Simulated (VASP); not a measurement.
# YGe6 (Fm-3m) in VASP: a series of runs

The runs below take YGe6 through single point, relaxation of cell and atoms, with PBE.

All numbers are computed with VASP 6.6.1; they aren't measurements. Logs are shortened: lines on timing, memory, paths and dates and some standing lists are left out, and cuts for length are marked.

## 1. The cell of the first run

The structure is cubic, space group Fm-3m (No. 225). Conventional cell: a = 8.359 Å, b = 8.359 Å, c = 8.359 Å, α = 90.00°, β = 90.00°, γ = 90.00°. Y (site symmetry m-3m) has 12 Ge at 2.96 Å within 3.9 Å. Within 3.9 Å of Ge (site symmetry mmm) lie 2 Y at 2.96 Å and 8 Ge at 2.96 Å.

The cell was generated, and may not be a known phase.

## 2. Single point, PBE

Input file INCAR:

```
PREC = Accurate
ENCUT = 500
EDIFF = 1E-6
ISMEAR = 0
SIGMA = 0.1
LREAL = F
LASPH = T
NELM = 120
ALGO = Normal
ISIF = 2
LWAVE = F
LCHARG = F
GGA = PE
NBANDS = 56
GGA_COMPAT = F
```

Input file KPOINTS:

```
Automatic mesh
0
Gamma
  4 4 4
```

Input file POSCAR:

```
YGe6
1.0
    0.0000000000      4.1796534600      4.1796534600
    4.1796534600      0.0000000000      4.1796534600
    4.1796534600      4.1796534600      0.0000000000
Y Ge
1 6
Direct
    0.0000000000      0.0000000000      0.0000000000
    0.5000000000      0.5000000000      0.0000000000
    0.5000000000      0.0000000000      0.5000000000
    0.0000000000      0.0000000000      0.5000000000
    0.0000000000      0.5000000000      0.0000000000
    0.0000000000      0.5000000000      0.5000000000
    0.5000000000      0.0000000000      0.0000000000
```

Potentials or basis: VASP PAW PBE potentials, release 64 (Y_sv, Ge_d).

Command:

```console
cat potpaw_PBE.64/Y_sv/POTCAR potpaw_PBE.64/Ge_d/POTCAR > POTCAR
mpirun -np 1 vasp_std > vasp.out
```

OUTCAR:

```text
PREC = Accurate
   ENCUT = 500
   EDIFF = 1E-6
   ISMEAR = 0
   LREAL = F
   LASPH = T
   NELM = 120
   ISIF = 2
   GGA = PE

 ion  position               nearest neighbor table
   1  0.000  0.000  0.000-   4 2.96   5 2.96   7 2.96   3 2.96   4 2.96   6 2.96   2 2.96   5 2.96
                             6 2.96   2 2.96   3 2.96   7 2.96
   2  0.500  0.500  0.000-   1 2.96   1 2.96
   3  0.500  0.000  0.500-   1 2.96   1 2.96
   4  0.000  0.000  0.500-   1 2.96   1 2.96
   5  0.000  0.500  0.000-   1 2.96   1 2.96
   6  0.000  0.500  0.500-   1 2.96   1 2.96
   7  0.500  0.000  0.000-   1 2.96   1 2.96

  LATTYP: Found a face centered cubic cell.
 ALAT       =     8.3593069200

  Lattice vectors:

 A1 = (   0.0000000000,   4.1796534600,   4.1796534600)
 A2 = (   4.1796534600,   0.0000000000,   4.1796534600)
 A3 = (   4.1796534600,   4.1796534600,   0.0000000000)

Analysis of symmetry for initial positions (statically):
=====================================================================
 Subroutine PRICEL returns:
 Original cell was already a primitive cell.

 Routine SETGRP: Setting up the symmetry group for a
 face centered cubic supercell.

 Subroutine GETGRP returns: Found 48 space group operations
 (whereof 48 operations were pure point group operations)
 out of a pool of 48 trial point group operations.

The static configuration has the point symmetry O_h .

Analysis of symmetry for dynamics (positions and initial velocities):
=====================================================================
 Subroutine PRICEL returns:
 Original cell was already a primitive cell.

 Routine SETGRP: Setting up the symmetry group for a
 face centered cubic supercell.

 Subroutine GETGRP returns: Found 48 space group operations
 (whereof 48 operations were pure point group operations)
 out of a pool of 48 trial point group operations.

The dynamic configuration has the point symmetry O_h .

 Subroutine INISYM returns: Found 48 space group operations
 (whereof 48 operations are pure point group operations),
 and found     1 'primitive' translations

----------------------------------------------------------------------------------------

                                     Primitive cell

  volume of cell :     146.0329

  direct lattice vectors                    reciprocal lattice vectors
     0.000000000  4.179653460  4.179653460    -0.119627142  0.119627142  0.119627142
     4.179653460  0.000000000  4.179653460     0.119627142 -0.119627142  0.119627142
     4.179653460  4.179653460  0.000000000     0.119627142  0.119627142 -0.119627142

  length of vectors
     5.910922609  5.910922609  5.910922609     0.207200289  0.207200289  0.207200289

  position of ions in fractional coordinates (direct lattice)
     0.000000000  0.000000000  0.000000000
     0.500000000  0.500000000  0.000000000
     0.500000000  0.000000000  0.500000000
     0.000000000  0.000000000  0.500000000
     0.000000000  0.500000000  0.000000000
     0.000000000  0.500000000  0.500000000
     0.500000000  0.000000000  0.000000000

  ion indices of the primitive-cell ions
   primitive index   ion index
                 1           1
                 2           2
                 3           3
                 4           4
                 5           5
                 6           6
                 7           7

----------------------------------------------------------------------------------------

 KPOINTS: Automatic mesh

Automatic generation of k-mesh.
 Grid dimensions read from file:
 generate k-points for:    4    4    4

 Generating k-lattice:

  Cartesian coordinates                     Fractional coordinates (reciprocal lattice)
    -0.029906786  0.029906786  0.029906786     0.250000000  0.000000000  0.000000000
     0.029906786 -0.029906786  0.029906786     0.000000000  0.250000000  0.000000000
     0.029906786  0.029906786 -0.029906786     0.000000000  0.000000000  0.250000000

  Length of vectors
     0.051800072  0.051800072  0.051800072

  Shift w.r.t. Gamma in fractional coordinates (k-lattice)
     0.000000000  0.000000000  0.000000000

 Subroutine IBZKPT returns following result:
 ===========================================

 Found      8 irreducible k-points:

 Following reciprocal coordinates:
            Coordinates               Weight
  0.000000  0.000000  0.000000      1.000000
  0.250000  0.000000  0.000000      8.000000
  0.500000  0.000000  0.000000      4.000000
  0.250000  0.250000  0.000000      6.000000
  0.500000  0.250000  0.000000     24.000000
 -0.250000  0.250000  0.000000     12.000000
  0.500000  0.500000  0.000000      3.000000
 -0.250000  0.500000  0.250000      6.000000
   k-points           NKPTS =      8   k-points in BZ     NKDIM =      8   number of bands    NBANDS=     56
   number of dos      NEDOS =    301   number of ions     NIONS =      7
   total plane-waves  NPLWV = 110592
   dimension x,y,z NGX =    48 NGY =   48 NGZ =   48
   dimension x,y,z NGXF=    96 NGYF=   96 NGZF=   96
   ions per type =               1   6
   NGX,Y,Z   is equivalent  to a cutoff of  13.50, 13.50, 13.50 a.u.
   NGXF,Y,Z  is equivalent  to a cutoff of  27.00, 27.00, 27.00 a.u.
 SYSTEM =  unknown system
   PREC   = accura    normal or accurate (medium, high low for compatibility)
   ISTART =      0    job   : 0-new  1-cont  2-samecut
   ICHARG =      2    charge: 1-file 2-atom 10-const
   ISPIN  =      1    spin polarized calculation?
   LNONCOLLINEAR =      F non collinear calculations
   LSORBIT =      F    spin-orbit coupling
   LASPH  =      T    aspherical Exc in radial PAW
   ENCUT  =  500.0 eV  36.75 Ry    6.06 a.u.  10.78 10.78 10.78*2*pi/ulx,y,z
   NELM   =    120;   NELMIN=  2; NELMDL= -5     # of ELM steps
   EDIFF  = 0.1E-05   stopping-criterion for ELM
   LREAL  =      F    real-space projection
   EDIFFG = 0.1E-04   stopping-criterion for IOM
   NSW    =      0    number of steps for IOM
   IBRION =     -1    ionic relax: 0-MD 1-quasi-New 2-CG
   NFREE  =      0    steps in history (QN), initial steepest desc. (CG)
   ISIF   =      2    stress and relaxation
   ISYM   =      2    0-nonsym 1-usesym 2-fastsym
   POTIM  = 0.5000    time-step for ionic-motion
   TEBEG  =    0.0;   TEEND  =   0.0 temperature during run
   PSTRESS=    0.0 pullay stress
   NELECT =      95.0000    total number of electrons
   NUPDOWN=      -1.0000    fix difference up-down
   EMIN   =  10.00;   EMAX   =-10.00  energy-range for DOS
   EFERMI =   0.00;   METHOD = LEGACY
   ISMEAR =     0;   SIGMA  =   0.10  broadening in eV -4-tet -1-fermi 0-gaus
   EFERMI_NEDOS =   21; number of points for ismear=-14 and -15
   IALGO  =     38    algorithm
   IMIX   =      4    mixing-type and parameters
     AMIX     =   0.40;   BMIX     =  1.00
     AMIX_MAG =   1.60;   BMIX_MAG =  1.00
  volume/ion in A,a.u.               =      20.86       140.78
  Fermi-wavevector in a.u.,A,eV,Ry     =   1.418510  2.680595 27.377246  2.012171
  Thomas-Fermi vector in A             =   2.539628
   LORBIT       =      0    0 simple, 1 ext, 2 COOP (PROOUT), +10 PAW based schemes
   GGA     = PE    functional components
   LHFCALC =     F    Hartree Fock is set to
   AEXX    =    0.0000 exact exchange contribution
   IVDW    =     0    specifies the selected vdW correction
   LEPSILON=     F    determine dielectric tensor
   LRPA    =     F    only Hartree local field effects (RPA)
 non-spin polarized calculation
 Gauss-broadening in eV      SIGMA  =   0.10
  energy-cutoff  :      500.00
  volume of cell :      146.03
 maximum number of plane-waves:      3727
 NGX is ok and might be reduce to    48
   NGX = 21   NGY = 21   NGZ = 21

 number of electron      94.9999931 magnetization

 Free energy of the ion-electron system (eV)
  ---------------------------------------------------
  ext. energy  EPLUGINS =         0.00000000
  ---------------------------------------------------
  free energy    TOTEN  =       -33.85664447 eV

  energy without entropy =      -33.84194015  energy(sigma->0) =      -33.84929231

 E-fermi :   5.6321     XC(G=0): -10.7248

 val. band max:        5.5759382126   @ k =   0.5000   0.5000   0.0000
 cond. band min:       5.6775080170   @ k =  -0.2500   0.5000   0.2500
 fundamental gap:      0.1015698045
 Fermi energy:         5.6320728820

 k-point     1 :       0.0000    0.0000    0.0000
  band No.  band energies     occupation
      1     -36.5870      2.00000
      2     -18.9740      2.00000
      3     -18.9740      2.00000
      4     -18.9740      2.00000
      5     -18.9678      2.00000
      6     -18.9361      2.00000
[... 48 lines left out ...]
     55       8.7885      0.00000
     56       8.8099      0.00000

 k-point     2 :       0.2500    0.0000    0.0000
  band No.  band energies     occupation
      1     -36.5868      2.00000
      2     -18.9683      2.00000
      3     -18.9620      2.00000
      4     -18.9620      2.00000
      5     -18.9577      2.00000
      6     -18.9398      2.00000
[... 48 lines left out ...]
     55       9.4498      0.00000
     56      10.2053      0.00000

 k-point     3 :       0.5000    0.0000    0.0000
  band No.  band energies     occupation
      1     -36.5866      2.00000
      2     -18.9602      2.00000
      3     -18.9486      2.00000
      4     -18.9437      2.00000
      5     -18.9437      2.00000
      6     -18.9356      2.00000
[... 48 lines left out ...]
     55       8.9231      0.00000
     56       9.6172      0.00000

 k-point     4 :       0.2500    0.2500    0.0000
  band No.  band energies     occupation
      1     -36.5867      2.00000
      2     -18.9714      2.00000
      3     -18.9561      2.00000
      4     -18.9543      2.00000
      5     -18.9543      2.00000
      6     -18.9299      2.00000
[... 48 lines left out ...]
     55       9.6893      0.00000
     56       9.8723      0.00000

 k-point     5 :       0.5000    0.2500    0.0000
  band No.  band energies     occupation
      1     -36.5866      2.00000
      2     -18.9621      2.00000
      3     -18.9431      2.00000
      4     -18.9395      2.00000
      5     -18.9329      2.00000
      6     -18.9316      2.00000
[... 48 lines left out ...]
     55       9.1987      0.00000
     56       9.8629      0.00000

 k-point     6 :      -0.2500    0.2500    0.0000
  band No.  band energies     occupation
      1     -36.5866      2.00000
      2     -18.9598      2.00000
      3     -18.9507      2.00000
      4     -18.9454      2.00000
      5     -18.9397      2.00000
      6     -18.9391      2.00000
[... 48 lines left out ...]
     55       9.7405      0.00000
     56       9.8594      0.00000

 k-point     7 :       0.5000    0.5000    0.0000
  band No.  band energies     occupation
      1     -36.5865      2.00000
      2     -18.9685      2.00000
      3     -18.9428      2.00000
      4     -18.9315      2.00000
      5     -18.9315      2.00000
      6     -18.9196      2.00000
[... 48 lines left out ...]
     55       8.9479      0.00000
     56       8.9829      0.00000

 k-point     8 :      -0.2500    0.5000    0.2500
  band No.  band energies     occupation
      1     -36.5865      2.00000
      2     -18.9563      2.00000
      3     -18.9394      2.00000
      4     -18.9339      2.00000
      5     -18.9339      2.00000
      6     -18.9251      2.00000
[... 48 lines left out ...]
     55       8.8807      0.00000
     56       9.8836      0.00000

------------------------ aborting loop because EDIFF is reached ----------------------------------------

  FORCE on cell =-STRESS in cart. coord.  units (eV):
  Direction    XX          YY          ZZ          XY          YZ          ZX
  --------------------------------------------------------------------------------------
  -------------------------------------------------------------------------------------
  Total        1.4089629      1.4089629      1.4089629     -0.0000000      0.0000000      0.0000000
  in kB       15.4582140     15.4582140     15.4582140     -0.0000000      0.0000000      0.0000000
  external PRESSURE =      15.4582140 kB  Pullay stress =       0.0000000 kB

 VOLUME and BASIS-vectors are now :
 -----------------------------------------------------------------------------
  energy-cutoff  :      500.00
  volume of cell :      146.03
      direct lattice vectors                 reciprocal lattice vectors
     0.000000000  4.179653460  4.179653460    -0.119627142  0.119627142  0.119627142
     4.179653460  0.000000000  4.179653460     0.119627142 -0.119627142  0.119627142
     4.179653460  4.179653460  0.000000000     0.119627142  0.119627142 -0.119627142

 POSITION                                       TOTAL-FORCE (eV/Angst)
 -----------------------------------------------------------------------------------
      0.00000      0.00000      0.00000        -0.000000     -0.000000     -0.000000
      2.08983      2.08983      4.17965        -0.000000      0.000000     -0.000000
      2.08983      4.17965      2.08983        -0.000000     -0.000000     -0.000000
      2.08983      2.08983      0.00000         0.000000      0.000000      0.000000
      2.08983      0.00000      2.08983        -0.000000     -0.000000     -0.000000
      4.17965      2.08983      2.08983         0.000000     -0.000000     -0.000000
      0.00000      2.08983      2.08983         0.000000     -0.000000     -0.000000
 -----------------------------------------------------------------------------------
    total drift:                                0.000000      0.000000      0.000000

  FREE ENERGIE OF THE ION-ELECTRON SYSTEM (eV)
  ---------------------------------------------------
  free  energy   TOTEN  =       -33.8566444698 eV

  energy  without entropy=      -33.8419401509  energy(sigma->0) =      -33.84929231
```

Run time: 2 min. Hardware: 1 thread of Oxide Virtual Turin-like, shared host; peak memory 0.32 GiB.

Results:

- Free energy: -33.8566 eV
- Pressure: 1.5 GPa
- Band gap on the k mesh: zero (an odd number of electrons rules out a gap without spin polarisation)

Caveat: an odd number of electrons without spin polarisation forces a metal; a magnetic or distorted state may lie lower.

(Continued in part 2 of 2.)

The gap in the log of VASP goes by the Fermi energy; the results here count the filled bands.